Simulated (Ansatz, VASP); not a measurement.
# GaSb: VASP beside Ansatz

File INCAR:

```
PREC     = Accurate       # precision mode
ENCUT    = 520            # plane-wave cutoff, eV
EDIFF    = 1E-7           # SCF threshold, eV
ISMEAR   = -1             # smearing method
SIGMA    = 0.08           # smearing width, eV
LREAL    = F              # projectors in reciprocal space
LASPH    = T              # aspherical terms in the spheres
NELM     = 60             # most SCF steps
ALGO     = Normal         # electronic algorithm
ISIF     = 2              # what is computed and relaxed
LWAVE    = F              # write WAVECAR
LCHARG   = F              # write CHGCAR
GGA      = PE             # functional
NBANDS   = 16             # bands
```

KPOINTS

```
regular mesh
0
Gamma
  13 13 13
```

POSCAR

```
GaSb
1.0
    0.0000000000      2.8401125021      2.8401125021
    2.8401125021      0.0000000000      2.8401125021
    2.8401125021      2.8401125021      0.0000000000
Ga Sb
1 1
Direct
    0.0000000000      0.0000000000      0.0000000000
    0.5000000000      0.5000000000      0.5000000000
```

Input for Ansatz:

```yaml
crystal:
  lattice:
    - [0.0, 2.8401125021, 2.8401125021]
    - [2.8401125021, 0.0, 2.8401125021]
    - [2.8401125021, 2.8401125021, 0.0]
  atoms:
    - { symbol: Ga, position: [0.0, 0.0, 0.0] }
    - { symbol: Sb, position: [0.5, 0.5, 0.5] }
kpoints:
  mp_grid: { grid: [13, 13, 13] }
scf:
  occupations: { method: fermi_dirac, width: 0.08 }
hamiltonian:
  xc: pbe
  pseudopotentials: { kind: all_electron, lapw: { basis_error: 0.001 } }
output:
  forces: true
  stress: true
  eigenvalues: true
  populations: true
```

Change from the starting cell: volume scaled by 0.94, LAPW.

Alike in both runs: task single point; functional PBE; k mesh 13 × 13 × 13; occupations fermi-dirac, width 0.08 eV; no spin polarisation.

```csv
,VASP,Ansatz
version,VASP 6.6.1,Ansatz 0.2.0
potentials or method,"VASP PAW PBE potentials, release 64 (Ga_d, Sb), cutoff 520 eV","all-electron LAPW, scalar-relativistic"
```

```csv
,VASP,Ansatz,Ansatz less VASP
pressure (GPa),4.0,3.9,-0.03
```

Ansatz ran all-electron here, and VASP with PAW potentials.

Spin-orbit coupling is off throughout.
